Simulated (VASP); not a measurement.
Input of a VASP 6.6.1 run:

Contents of INCAR:

```
SYSTEM = GaN
PREC     = Accurate       ! precision mode
ENCUT    = 520            ! plane-wave cutoff, eV
EDIFF    = 1E-6           ! SCF threshold, eV
ISMEAR   = 0              ! smearing method
SIGMA    = 0.02           ! smearing width, eV
LREAL    = Auto         
LASPH    = .True.         ! aspherical terms in the spheres
NELM     = 60             ! most SCF steps
ALGO     = Normal         ! electronic algorithm
ISIF     = 2              ! what is computed and relaxed
LWAVE    = .False.        ! write WAVECAR
LCHARG   = .False.        ! write CHGCAR
GGA      = PE             ! functional
NBANDS   = 186            ! bands
```

File KPOINTS:

```
Automatic mesh
0
Gamma
  2 2 2
  0.5 0.5 0.5
```

The input POSCAR:

```
GaN
1.0
    4.8275356946      2.7871790329      5.2431089265
   -4.8275356947      2.7871790328      5.2431089265
    0.0000000001     -5.5743580657      5.2431089265
Ga N
18 18
Direct
    0.3886506341      0.3877881730      0.7224065312
    0.3886630626      0.7211223417      0.3891426350
    0.7218871954      0.0544749650      0.7224969793
    0.3887119990      0.0544424128      0.0558548608
    0.7220454308      0.3877133425      0.3890682667
    0.0552566051      0.7211968844      0.7224646435
    0.7220290252      0.7210823896      0.0557545810
    0.0553169420      0.0544322954      0.3891254865
    0.0553313489      0.3877905651      0.0558042829
    0.4442430905      0.7766902568      0.7779549581
    0.4442342810      0.1100223119      0.4446173947
    0.7775896345      0.4432196433      0.7780126837
    0.4442299257      0.4433893679      0.1112375045
    0.7775309047      0.7766435953      0.4447209139
    0.1109148276      0.1099549496      0.7780439875
    0.7775480202      0.1098398334      0.1114629930
    0.1108569756      0.4433095608      0.4447488914
    0.1109535997      0.7766380347      0.1113859391
    0.5142801789      0.5134104847      0.8481492110
    0.5143160732      0.8467168894      0.5146938797
    0.8475766401      0.1800740078      0.8481492381
    0.5142677692      0.1800194062      0.1815253937
    0.8476323681      0.5133850897      0.5147647308
    0.1809659374      0.8466613609      0.8480884591
    0.8476567858      0.8466992437      0.1814063624
    0.1809790673      0.1799942620      0.5148173576
    0.1809424570      0.5133754725      0.1814796657
    0.2365223709      0.5689283675      0.5703688711
    0.2365085172      0.9022487627      0.2369861389
    0.5698309627      0.2355754207      0.5703845015
    0.2364689072      0.2355786666      0.9037019154
    0.5698513875      0.5688746431      0.2369992705
    0.9031078641      0.9022518699      0.5703643810
    0.5698354844      0.9022233678      0.9036946037
    0.9032436343      0.2355104686      0.2370768353
    0.9031707472      0.5688858287      0.9036785767
```

Potentials or basis: VASP PAW PBE potentials, release 64 (Ga_d, N).

Command:

```console
$ cat potpaw_PBE.64/Ga_d/POTCAR potpaw_PBE.64/N/POTCAR > POTCAR
$ mpirun -np 1 vasp_std > vasp.out
```

Estimate the band gap on the k mesh.

3.09 eV.

Predict the pressure.

0.1 GPa.

What does it give for the largest force?

0.022 eV/Å.

Stress tensor (GPa, compression positive):
```
 0.11 -0.01  0.01
-0.01  0.10 -0.01
 0.01 -0.01  0.02
```

Caveat: a shifted mesh leaves out Γ, where band edges can lie. A k mesh can miss the band edges.
